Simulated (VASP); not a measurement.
Crystal: SnSe2.

```xyz
3
Lattice="3.8252 0.0000 0.0000 -1.9126 3.3127 0.0000 0.0000 0.0000 6.2271" Properties=species:S:1:pos:R:3 pbc="T T T"
Sn    0.0000    0.0000    0.0000
Se    0.0000    2.2085    1.5759
Se    1.9126    1.1042    4.6511
```

Base run:

```yaml
Program: VASP 6.6.1
Functional: r2SCAN
Potentials_or_basis: VASP PAW PBE potentials, release 64 (Sn_d, Se)
Cutoff: 520 eV
k_mesh: 12 × 12 × 4
Occupations: gaussian, width 0.01 eV
Spin: no spin polarisation
```

Its results: band gap on the k mesh 1.01 eV (least direct gap 1.49 eV); pressure 1.0 GPa; largest force 0.016 eV/Å.

Q: The run is repeated on the same cell with these changes: functional from r2SCAN to PBE; occupations from gaussian, width 0.01 eV to fermi-dirac, width 0.02 eV. What comes out?

A: Band gap on the k mesh 0.74 eV (least direct gap 1.12 eV); pressure 3.0 GPa; largest force 0.275 eV/Å.

Caveats: spin-orbit coupling is left out, which moves the levels of the heavy elements; the PAW data sets were made with another functional, which shifts forces and pressure a little (at least some runs); this functional lacks dispersion, which binds the layers, so the pressure and a relaxed spacing across them are unreliable (at least some runs).

A k mesh can miss the band edges.
